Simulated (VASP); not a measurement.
C:

```
C
1.0
     1.57751    0.00000    0.00000
     0.00000    2.54779    0.00000
     0.00000    0.00000    2.82551
C
2
Direct
  0.00000 0.50000 0.67809
  0.50000 0.00000 0.32191
```

The cell was built from a structure type or drawn by symmetry, and may not be a known phase.

| Property | Result |
| --- | --- |
| Program | VASP 6.6.1 |
| Task | relaxation of cell and atoms |
| Functional | PBE |
| Potentials or basis | VASP PAW PBE potentials, release 64 (C) |
| Cutoff | 600 eV |
| k mesh | 10 × 6 × 6 |
| Occupations | gaussian, width 0.1 eV |
| Spin | no spin polarisation |

At the start: pressure 54.5 GPa; volume 5.68 Å³/atom.

Problem. How do energy, volume and symmetry change on relaxing?

Solution. Over 72 steps the energy falls by 2581.0 meV/atom and the volume is 10.52 Å³/atom (+85.3 %); space group Pmmn (No. 59, to 0.1 Å) before, Immm (No. 71, to 0.1 Å).

The path:
| step | energy change (eV) | largest force (eV/Å) | pressure (GPa) | volume (Å³) |
| --- | --- | --- | --- | --- |
| 1 | 0.0000 | 0.2811 | 54.53 | 11.36 |
| 3 | -0.4983 | 0.6108 | -4.11 | 14.62 |
| 5 | -1.0715 | 0.4849 | -1.60 | 15.14 |
| 7 | -1.7901 | 3.6931 | 31.14 | 15.24 |
| 9 | -1.9910 | 5.3773 | 75.51 | 15.21 |
| 11 | -2.0119 | 5.3325 | 71.88 | 15.24 |
| 13 | -2.0424 | 5.3469 | 83.34 | 15.42 |
| 15 | -2.1436 | 5.1735 | 80.33 | 15.55 |
| 17 | -2.5669 | 4.7701 | 69.20 | 16.15 |
| 19 | -3.7305 | 2.3458 | 31.24 | 18.65 |
| 21 | -4.1977 | 0.7562 | -1.74 | 22.23 |
| 23 | -4.2870 | 0.6895 | -9.36 | 21.87 |
| 25 | -4.5209 | 0.7844 | 4.24 | 19.68 |
| 27 | -4.5428 | 0.7676 | 14.26 | 18.29 |
| 29 | -4.5969 | 0.6038 | -0.84 | 18.27 |
| 31 | -4.6392 | 0.5060 | 3.22 | 18.18 |
| 33 | -4.7274 | 0.4252 | -4.26 | 18.85 |
| 35 | -4.7769 | 0.0191 | -14.72 | 19.91 |
| 37 | -4.8088 | 0.0998 | -13.19 | 20.10 |
| 39 | -4.8452 | 0.6258 | -6.73 | 20.88 |
| 41 | -4.8696 | 0.4588 | -6.28 | 20.57 |
| 43 | -4.8732 | 0.2444 | 16.72 | 19.65 |
| 45 | -4.9169 | 0.3331 | 4.76 | 20.11 |
| 47 | -4.9873 | 0.1801 | 3.43 | 20.30 |
| 49 | -5.0502 | 0.6637 | -0.46 | 20.92 |
| 51 | -5.0878 | 0.3619 | 7.53 | 20.89 |
| 53 | -5.1083 | 0.3472 | 2.63 | 21.18 |
| 55 | -5.1206 | 0.3306 | -1.96 | 21.73 |
| 57 | -5.1404 | 0.2762 | -3.30 | 21.36 |
| 59 | -5.1421 | 0.2485 | -3.80 | 21.21 |
| 61 | -5.1515 | 0.2046 | -0.70 | 20.96 |
| 63 | -5.1544 | 0.1577 | 2.37 | 20.72 |
| 65 | -5.1574 | 0.1293 | 1.82 | 20.82 |
| 67 | -5.1605 | 0.0128 | -0.53 | 21.24 |
| 69 | -5.1615 | 0.0412 | -0.76 | 21.13 |
| 71 | -5.1617 | 0.0363 | -0.35 | 21.11 |
| 72 | -5.1621 | 0.0167 | 0.12 | 21.05 |

Final structure:
```cif
data_structure
_symmetry_space_group_name_H-M 'P 1'
_symmetry_Int_Tables_number 1
_cell_length_a 1.2732
_cell_length_b 3.7555
_cell_length_c 4.4016
_cell_angle_alpha 90.000
_cell_angle_beta 90.000
_cell_angle_gamma 90.000
_cell_volume 21.05
loop_
_atom_site_label
_atom_site_type_symbol
_atom_site_fract_x
_atom_site_fract_y
_atom_site_fract_z
_atom_site_occupancy
C1 C 0.00000 0.50000 0.74927 1
C2 C 0.50000 0.00000 0.25073 1
```

Caveat: the k points lie up to 0.49 Å⁻¹ apart in the final cell, too coarse for converged energies and pressures of a metal; the volume moved by over 15 % at a fixed basis, so the end points are rough.
